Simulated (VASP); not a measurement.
A run of VASP 6.6.1 is set up as follows.

Contents of INCAR:

```
SYSTEM = GaB
ALGO = Normal ; EDIFF = 1E-7
ENCUT = 520 ; GGA = PE
ISIF = 2 ; ISMEAR = -1
LASPH = .TRUE. ; LCHARG = .TRUE.
LELF = .TRUE. ; LREAL = .FALSE.
LVHAR = .TRUE. ; LWAVE = .FALSE.
NBANDS = 15 ; NELM = 60
PREC = Accurate ; SIGMA = 0.05
```

The input KPOINTS:

```
k-points
0
G
  6 6 5
  0 0 0
```

The input POSCAR:

```
GaB
1.0
    2.7182400000      0.0000000000      0.0000000000
    0.0000000000      2.7182400000      0.0000000000
    0.0000000000      0.0000000000      3.2362100000
Ga B
1 1
Direct
    0.5000000000      0.5000000000      0.5000000000
    0.0000000000      0.0000000000      0.0000000000
```

Potentials or basis: VASP PAW PBE potentials, release 64 (Ga_d, B).

The run is started by

```console
$ cat potpaw_PBE.64/Ga_d/POTCAR potpaw_PBE.64/B/POTCAR > POTCAR
$ mpirun -np 1 vasp_std > vasp.out
```

(1) Predict the pressure.

(2) What does it give for the band gap on the k mesh?

## Answers

(1) 0.3 GPa.

(2) zero (band 8 reaches 11.03 eV, above the bottom of band 9 at 3.77 eV).

Caveat: the k points lie up to 0.39 Å⁻¹ apart.
